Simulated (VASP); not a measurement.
# Zr12C (a cell with a defect) in VASP: single point with PBE

Aim: the single point of Zr12C (a cell with a defect) with PBE.

All numbers are computed with VASP 6.6.1; they aren't measurements. Logs are shortened: lines on timing, memory, paths and dates and some standing lists are left out, and cuts for length are marked.

**1. The cell of the first run**

The cell holds a defect, 13 atoms: a = 6.460 Å, b = 9.690 Å, c = 5.145 Å, α = 90.00°, β = 90.00°, γ = 120.00°.

**2. Single point, PBE**

File INCAR:

```
SYSTEM = Zr12C
PREC = Accurate
ENCUT = 520
EDIFF = 1E-7
ISMEAR = -1
SIGMA = 0.1
LREAL = .FALSE.
LASPH = .TRUE.
NELM = 80
ALGO = Normal
ISIF = 2
LWAVE = .FALSE.
LCHARG = .TRUE.
GGA = PE
LELF = .TRUE.
LVHAR = .TRUE.
NBANDS = 86
```

File KPOINTS:

```
regular mesh
0
G
  3 2 3
  0 0 0
```

File POSCAR:

```
Zr12C
1.0
    6.4600000000      0.0000000000      0.0000000000
   -4.8450000000      8.3917860000      0.0000000000
    0.0000000000      0.0000000000      5.1453900000
Zr C
12 1
Direct
    0.0036297073      0.0049107805     -0.0020177195
    0.1679722068      0.2235056136      0.5016218682
   -0.0017731663      0.3302019805     -0.0027942532
    0.1664756668      0.5557480364      0.4983813685
    0.0027669761      0.6670393703     -0.0024487727
    0.1686620638      0.8886429041      0.5013657007
    0.5002803415     -0.0000807794      0.0009220332
    0.6688000068      0.2257474480      0.5029979690
    0.4986910850      0.3321756764     -0.0014252602
    0.6632163533      0.5508471409      0.5018490947
    0.4977760627      0.6667694038     -0.0012977163
    0.6639627447      0.8884124687      0.5026252569
    0.3340733516      0.7786504563      0.2495845309
```

Potentials or basis: VASP PAW PBE potentials, release 64 (Zr_sv, C).

Started as:

```
cat potpaw_PBE.64/Zr_sv/POTCAR potpaw_PBE.64/C/POTCAR > POTCAR
mpirun -np 1 vasp_std > vasp.out
```

OUTCAR:

```text
SYSTEM = Zr12C
   PREC = Accurate
   ENCUT = 520
   EDIFF = 1E-7
   ISMEAR = -1
   LREAL = .FALSE.
   LASPH = .TRUE.
   NELM = 80
   ISIF = 2
   GGA = PE

 ion  position               nearest neighbor table
   1  0.004  0.005  0.998-   2 3.14   3 3.17   2 3.17  12 3.18   6 3.18   9 3.18   6 3.21  12 3.22
                             7 3.23   7 3.23   5 3.27  11 3.27
   2  0.168  0.224  0.502-   1 3.14   3 3.15   9 3.16   1 3.17   9 3.18   3 3.18  10 3.19   4 3.22
                             8 3.22   8 3.24   6 3.25  12 3.25
   3  0.998  0.330  0.997-   8 3.14   2 3.15   1 3.17   2 3.18   4 3.19   8 3.19   4 3.20   7 3.21
                             9 3.22   9 3.24  11 3.24   5 3.25
   4  0.166  0.556  0.498-  13 2.27   5 3.17  11 3.17  11 3.17   5 3.17   3 3.19   3 3.20   8 3.21
                            12 3.22   6 3.22   2 3.22  10 3.23  10 3.23
   5  0.003  0.667  0.998-  13 2.26   6 3.16   4 3.17   4 3.17  10 3.18   6 3.19  11 3.20  10 3.22
                             7 3.22   3 3.25   9 3.25  11 3.26   1 3.27
   6  0.169  0.889  0.501-  13 2.26   5 3.16   7 3.17   7 3.17   1 3.18   5 3.19  12 3.20   1 3.21
                             4 3.22   2 3.25   8 3.25  12 3.26  10 3.27
   7  0.500  1.000  0.001-  13 2.25  12 3.16   6 3.17   6 3.17  12 3.18   8 3.19   8 3.20   3 3.21
                             5 3.22  11 3.22   9 3.22   1 3.23   1 3.23
   8  0.669  0.226  0.503-   3 3.14   9 3.15  10 3.17   9 3.18   7 3.19   3 3.19   7 3.20   4 3.21
                             2 3.22   2 3.24   6 3.25  12 3.25
   9  0.499  0.332  0.999-  10 3.15   8 3.15   2 3.16  10 3.17   2 3.18   8 3.18   1 3.18   3 3.22
                             7 3.22   3 3.24  11 3.25   5 3.25
  10  0.663  0.551  0.502-   9 3.15   8 3.17   9 3.17   5 3.18  11 3.18   2 3.19  11 3.21   5 3.22
                             4 3.23   4 3.23  12 3.27   6 3.27
  11  0.498  0.667  0.999-  13 2.26  12 3.16   4 3.17   4 3.17  10 3.18  12 3.19   5 3.20  10 3.21
                             7 3.22   3 3.24   9 3.25   5 3.26   1 3.27
  12  0.664  0.888  0.503-  13 2.26  11 3.16   7 3.16   7 3.18   1 3.18  11 3.19   6 3.20   1 3.22
                             4 3.22   2 3.25   8 3.25   6 3.26  10 3.27
  13  0.334  0.779  0.250-   7 2.25   6 2.26  12 2.26  11 2.26   5 2.26   4 2.27

  LATTYP: Found a simple monoclinic cell.
 ALAT       =     6.4600000000
 B/A-ratio  =     0.7965000000
 C/A-ratio  =     1.3228756308
 COS(beta)  =    -0.1889822400

  Lattice vectors:

 A1 = (   6.4600000000,   0.0000000000,   0.0000000000)
 A2 = (   0.0000000000,   0.0000000000,   5.1453900000)
 A3 = (  -1.6150000000,  -8.3917860000,   0.0000000000)

Analysis of symmetry for initial positions (statically):
[... 166 lines left out ...]
   ISMEAR =    -1;   SIGMA  =   0.10  broadening in eV -4-tet -1-fermi 0-gaus
   EFERMI_NEDOS =   21; number of points for ismear=-14 and -15
   IALGO  =     38    algorithm
   IMIX   =      4    mixing-type and parameters
     AMIX     =   0.40;   BMIX     =  1.00
     AMIX_MAG =   1.60;   BMIX_MAG =  1.00
  volume/ion in A,a.u.               =      21.46       144.80
  Fermi-wavevector in a.u.,A,eV,Ry     =   1.325339  2.504528 23.898955  1.756524
  Thomas-Fermi vector in A             =   2.454807
   LORBIT       =      0    0 simple, 1 ext, 2 COOP (PROOUT), +10 PAW based schemes
   GGA     = PE    functional components
   LHFCALC =     F    Hartree Fock is set to
   AEXX    =    0.0000 exact exchange contribution
   IVDW    =     0    specifies the selected vdW correction
   LEPSILON=     F    determine dielectric tensor
   LRPA    =     F    only Hartree local field effects (RPA)
 non-spin polarized calculation
  energy-cutoff  :      520.00
  volume of cell :      278.94
 maximum number of plane-waves:      7545
   NGX = 25   NGY = 37   NGZ = 19

 number of electron     148.0000000 magnetization

 Free energy of the ion-electron system (eV)
  ---------------------------------------------------
  ext. energy  EPLUGINS =         0.00000000
  ---------------------------------------------------
  free energy    TOTEN  =      -113.00506540 eV

  energy without entropy =     -112.56587762  energy(sigma->0) =     -112.78547151

 E-fermi :   9.1005     XC(G=0): -11.2213

 val. band max:        9.0898497202   @ k =   0.0000   0.0000   0.3333
 cond. band min:       9.1101246965   @ k =   0.0000   0.5000   0.0000
 fundamental gap:      0.0202749763
 Fermi energy:         9.1004984693

 k-point     1 :       0.0000    0.0000    0.0000
  band No.  band energies     occupation
      1     -39.6111      2.00000
      2     -39.5057      2.00000
      3     -39.4934      2.00000
      4     -39.4783      2.00000
      5     -39.4736      2.00000
      6     -39.4637      2.00000
[... 879 lines left out ...]
     85      10.1346      0.00006
     86      10.4161      0.00000

------------------------ aborting loop because EDIFF is reached ----------------------------------------

  FORCE on cell =-STRESS in cart. coord.  units (eV):
  Direction    XX          YY          ZZ          XY          YZ          ZX
  --------------------------------------------------------------------------------------
  -------------------------------------------------------------------------------------
  Total        6.2273733      6.3782980      6.7866109     -0.0008388     -0.0983069     -0.0702715
  in kB       35.7692854     36.6361790     38.9814795     -0.0048181     -0.5646632     -0.4036312
  external PRESSURE =      37.1289813 kB  Pullay stress =       0.0000000 kB

 VOLUME and BASIS-vectors are now :
 -----------------------------------------------------------------------------
  energy-cutoff  :      520.00
  volume of cell :      278.94
      direct lattice vectors                 reciprocal lattice vectors
     6.460000000  0.000000000  0.000000000     0.154798762  0.089373108  0.000000000
    -4.845000000  8.391786000  0.000000000     0.000000000  0.119164145  0.000000000
     0.000000000  0.000000000  5.145390000     0.000000000  0.000000000  0.194348728

 POSITION                                       TOTAL-FORCE (eV/Angst)
 -----------------------------------------------------------------------------------
     -0.00034      0.04121      5.13501         0.002076      0.007328     -0.023120
      0.00222      1.87561      2.58104         0.018098      0.010598      0.017654
      4.84872      2.77098      5.13101         0.018451      0.021940     -0.036094
     -1.61717      4.66372      2.56437         0.002921      0.008616      0.010247
     -3.21393      5.59765      5.13279        -0.010152      0.014997     -0.004245
     -3.21592      7.45730      2.57972        -0.018696     -0.002185     -0.004273
     -1.61280      8.39111      0.00474        -0.001244      0.038953     -0.030369
      3.22670      1.89442      2.58812        -0.018930     -0.027571      0.035247
      1.61215      2.78755      5.13806        -0.018059     -0.012115     -0.015564
      1.61552      4.62259      2.58221        -0.002919     -0.009899      0.024002
     -0.01486      5.59539      5.13871         0.014598      0.019321      0.003470
     -0.01516      7.45537      2.58620         0.017814      0.002005      0.003778
     -1.61445      6.53427      1.28421        -0.003957     -0.071988      0.019267
 -----------------------------------------------------------------------------------
    total drift:                                0.000010      0.000054      0.000013

  FREE ENERGIE OF THE ION-ELECTRON SYSTEM (eV)
  ---------------------------------------------------
  free  energy   TOTEN  =      -113.0050654021 eV

  energy  without entropy=     -112.5658776249  energy(sigma->0) =     -112.78547151
```

stdout:

```text
POSCAR found type information on POSCAR ZrC
 POSCAR found :  2 types and      13 ions
 scaLAPACK will be used
 LDA part: xc-table for (Slater+PW92), standard interpolation
 -----------------------------------------------------------------------------
|                                                                             |
|           W    W    AA    RRRRR   N    N  II  N    N   GGGG   !!!           |
|           W    W   A  A   R    R  NN   N  II  NN   N  G    G  !!!           |
|           W    W  A    A  R    R  N N  N  II  N N  N  G       !!!           |
|           W WW W  AAAAAA  RRRRR   N  N N  II  N  N N  G  GGG   !            |
|           WW  WW  A    A  R   R   N   NN  II  N   NN  G    G                |
|           W    W  A    A  R    R  N    N  II  N    N   GGGG   !!!           |
|                                                                             |
|     Your reciprocal lattice and k-lattice belong to different lattice       |
|     classes:                                                                |
|                                                                             |
|        The reciprocal lattice is simple monoclinic,                         |
|        whereas your k-lattice is hexagonal.                                 |
|                                                                             |
|     Results are often still useful ...                                      |
|                                                                             |
 -----------------------------------------------------------------------------

 POSCAR, INCAR and KPOINTS ok, starting setup
 FFT: planning ... GRIDC
 FFT: planning ... GRID_SOFT
 FFT: planning ... GRID
 WAVECAR not read
 entering main loop
```

It took 12 min on 1 thread of Intel Xeon 8259CL, shared host; peak memory 0.43 GiB.

What came out:

- Free energy: -113.0051 eV
- Pressure: 3.7 GPa
- Largest force: 0.075 eV/Å
- Band gap on the k mesh: zero (bands 74 and 75 overlap by 0.30 eV)

Forces on the atoms (eV/Å):
```
Zr   0.002  0.007 -0.023
Zr   0.018  0.011  0.018
Zr   0.018  0.022 -0.036
Zr   0.003  0.009  0.010
Zr  -0.010  0.015 -0.004
Zr  -0.019 -0.002 -0.004
Zr  -0.001  0.039 -0.030
Zr  -0.019 -0.028  0.035
Zr  -0.018 -0.012 -0.016
Zr  -0.003 -0.010  0.024
Zr   0.015  0.019  0.003
Zr   0.018  0.002  0.004
C   -0.004 -0.072  0.019
```

Caveat: the k points lie up to 0.41 Å⁻¹ apart.
